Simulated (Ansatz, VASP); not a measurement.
# In4BiP3 in VASP and in Ansatz

File POSCAR:

```
In4BiP3
1.0
    6.0549780781      0.0000000000      0.0000000000
    0.0000000000      6.0549780781      0.0000000000
    0.0000000000      0.0000000000      6.0549780781
P In Bi
3 4 1
Direct
    0.5000000000      0.0000000000      0.0000000000
    0.0000000000      0.5000000000      0.0000000000
    0.0000000000      0.0000000000      0.5000000000
    0.2352676136      0.7647323864      0.7647323864
    0.7647323864      0.2352676136      0.7647323864
    0.7647323864      0.7647323864      0.2352676136
    0.2352676136      0.2352676136      0.2352676136
    0.5000000000      0.5000000000      0.5000000000
```

The input INCAR.step1:

```
SYSTEM = In4BiP3
ALGO = Normal
EDIFF = 1E-4
ENCUT = 520
GGA = PE
ISMEAR = -1
LASPH = .True.
LCHARG = .False.
LREAL = .False.
LWAVE = .True.
NBANDS = 51
NELM = 100
PREC = Accurate
SIGMA = 0.02
```

INCAR.step2

```
SYSTEM = In4BiP3
ALGO = Normal
EDIFF = 1E-7
ENCUT = 520
ISIF = 2
ISMEAR = -1
ISTART = 1
LASPH = .True.
LCHARG = .True.
LELF = .True.
LMIXTAU = .True.
LREAL = .False.
LVHAR = .True.
LWAVE = .False.
METAGGA = R2SCAN
NBANDS = 51
NELM = 100
PREC = Accurate
SIGMA = 0.02
```

Contents of KPOINTS:

```
k-points
0
Gamma
  4 4 4
  0 0 0
```

Input for Ansatz:

```yaml
crystal:
  lattice:
    - [6.0549780781, 0.0, 0.0]
    - [0.0, 6.0549780781, 0.0]
    - [0.0, 0.0, 6.0549780781]
  atoms:
    - { symbol: P, position: [0.5, 0.0, 0.0] }
    - { symbol: In, position: [0.2352676136, 0.7647323864, 0.7647323864] }
    - { symbol: P, position: [0.0, 0.5, 0.0] }
    - { symbol: In, position: [0.7647323864, 0.2352676136, 0.7647323864] }
    - { symbol: P, position: [0.0, 0.0, 0.5] }
    - { symbol: In, position: [0.7647323864, 0.7647323864, 0.2352676136] }
    - { symbol: Bi, position: [0.5, 0.5, 0.5] }
    - { symbol: In, position: [0.2352676136, 0.2352676136, 0.2352676136] }
kpoints:
  mp_grid: { grid: [4, 4, 4] }
hamiltonian:
  xc: r2scan
scf:
  occupations: { method: fermi_dirac, width: 0.02 }
  n_extra_bands: 6
output:
  forces: true
  stress: true
  eigenvalues: true
```

Alike in both runs: task single point; functional r2SCAN; k mesh 4 × 4 × 4; occupations fermi-dirac, width 0.02 eV; no spin polarisation.

```csv
,VASP,Ansatz
version,VASP 6.6.1,Ansatz 0.2.0
potentials or method,"VASP PAW PBE potentials, release 64 (P, In_d, Bi_d)","plane waves, PAW"
plane-wave cutoff (eV),520,500
valence electrons in the cell,82,82
```

Ansatz gave:

* pressure (GPa): 1.8
* rms of the force components (eV/Å): 0.008

**Question.** Estimate VASP's values.

**Answer.** Pressure (GPa): 1.7; rms of the force components (eV/Å): 0.009.

VASP's potentials were made for PBE, not for r2SCAN.

Spin-orbit coupling is off throughout.
